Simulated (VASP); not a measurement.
Crystal: Ge2I.

```
Ge I
1.0
     0.00000    4.28476    4.28476
     4.28476    0.00000    4.28476
     4.28476    4.28476    0.00000
Ge I
4 2
Direct
  0.62500 0.62500 0.62500
  0.12500 0.62500 0.62500
  0.62500 0.62500 0.12500
  0.62500 0.12500 0.62500
  0.00000 0.00000 0.00000
  0.25000 0.25000 0.25000
```

| Quantity | Value |
| --- | --- |
| Program | VASP 6.6.1 |
| Task | relaxation of cell and atoms |
| Functional | PBE |
| Potentials or basis | VASP PAW PBE potentials, release 64 (Ge_d, I) |
| Cutoff | 600 eV |
| k mesh | 8 × 8 × 8 |
| Occupations | gaussian, width 0.1 eV |
| Spin | no spin polarisation |

At the start: pressure -2.0 GPa; volume 26.22 Å³/atom.

How do energy, volume and symmetry change on relaxing?

Over 3 steps the energy falls by 10.3 meV/atom and the volume is 24.75 Å³/atom (-5.6 %); space group Fd-3m (No. 227, to 0.1 Å) before and after.

Step by step:
```
step  energy change (eV)  largest force (eV/Å)  pressure (GPa)  volume (Å³)
   1              0.0000                0.0000           -2.02       157.33
   2             -0.0602                0.0000           -0.42       149.92
   3             -0.0618                0.0000            0.02       148.52
```

Final structure:
```
CELL_PARAMETERS angstrom
0.00000 4.20326 4.20326
4.20326 0.00000 4.20326
4.20326 4.20326 0.00000
ATOMIC_POSITIONS crystal
Ge 0.62500 0.62500 0.62500
Ge 0.12500 0.62500 0.62500
Ge 0.62500 0.62500 0.12500
Ge 0.62500 0.12500 0.62500
I 0.00000 0.00000 0.00000
I 0.25000 0.25000 0.25000
```
